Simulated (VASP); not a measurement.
Al6H: single point with PBE

The system is Al6H, a slab with vacuum.

```xyz
14
Lattice="5.7135 0.0000 0.0000 0.0000 5.7135 0.0000 0.0000 0.0000 22.1747" Properties=species:S:1:pos:R:3 pbc="T T T"
Al    1.4284    1.4284    4.0000
Al    1.4284    4.2851    4.0000
Al    4.2851    1.4284    4.0000
Al    4.2851    4.2851    4.0000
Al    0.0000    0.0000    6.0848
Al    0.0000    2.8568    6.0848
Al    2.8568    0.0000    6.0848
Al    2.8568    2.8568    6.0848
Al    1.4284    1.4284    8.1747
Al    1.4284    4.2851    8.1747
Al    4.2851    1.4284    8.1747
Al    4.2851    4.2851    8.1747
H     0.0000   -0.7475    8.6247
H     0.0000    0.7475    8.6247
```

- Program: VASP 6.6.1
- Task: single point
- Functional: PBE
- Potentials or basis: VASP PAW PBE potentials, release 64 (Al, H)
- Cutoff: 520 eV
- k mesh: 5 × 5 × 1
- Occupations: gaussian, width 0.1 eV
- Spin: no spin polarisation
- Dipole correction: yes
- Further INCAR settings: ALGO = Normal; EDIFF = 1e-06; NBANDS = 32

```json
{
 "Largest force": "1.465 eV/Å",
 "Band gap on the k mesh": "zero (bands 19 and 20 overlap by 0.71 eV)"
}
```

Forces in eV/Å, atoms in the order of the input:
```
Al  -0.066 -0.053  0.003
Al  -0.066  0.053  0.003
Al   0.066 -0.053  0.003
Al   0.066  0.053  0.003
Al   0.000  0.000 -0.420
Al   0.000  0.000 -0.109
Al   0.000  0.000 -0.010
Al   0.000  0.000 -0.199
Al   1.148  0.836 -0.359
Al   1.148 -0.836 -0.359
Al  -1.148  0.836 -0.359
Al  -1.148 -0.836 -0.359
H    0.000 -0.120  1.081
H    0.000  0.120  1.081
```

Levels at points of the mesh, in eV from the Fermi level:
```tsv
k point	band 16	band 17	band 18	band 19	band 20	band 21	band 22	band 23
(0.00, 0.00, 0.00)	-1.37	-1.06	-0.87	-0.48	-0.47	-0.21	-0.18	1.13
```

Run time: 12 min on 1 thread of Intel Xeon 8259CL, with other jobs on the host, peak memory 0.68 GiB.
